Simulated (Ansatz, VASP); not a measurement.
**One calculation of SiC, two programs**

```xyz
2
Lattice="3.0962 0.0000 0.0000 -1.5481 2.6814 0.0000 0.0000 0.0000 4.6372" Properties=species:S:1:pos:R:3 pbc="T T T"
Si    0.0000    1.7876    0.0000
C     1.5481    0.8938    0.0000
```

Alike in both runs: task relaxation of cell and atoms; functional PBE; k mesh 12 × 12 × 6; occupations gaussian, width 0.02 eV; no spin polarisation.

|  | VASP | Ansatz |
| --- | --- | --- |
| version | VASP 6.6.1 | Ansatz 0.2.0 |
| potentials or method | VASP PAW PBE potentials, release 64 (Si, C_h), cutoff 910 eV | scalar-relativistic, plane waves, PAW |
| valence electrons in the cell | 8 | 8 |

Ansatz gave:

| Property | Result |
| --- | --- |
| gap on the k mesh at the Fermi level, each at its own relaxed structure (eV) | 2.16 |
| relaxed volume (Å³/atom) | 20.81 |
| relaxed cell length with the largest relative difference (Å) | 5.012 |

Task: What did VASP give for the same quantities?

Result: gap on the k mesh at the Fermi level, each at its own relaxed structure (eV): 2.03; relaxed volume (Å³/atom): 19.88; relaxed cell length with the largest relative difference (Å): 4.791.

Noted on VASP's run: the cutoff is short for stress, so the pressure is rough.
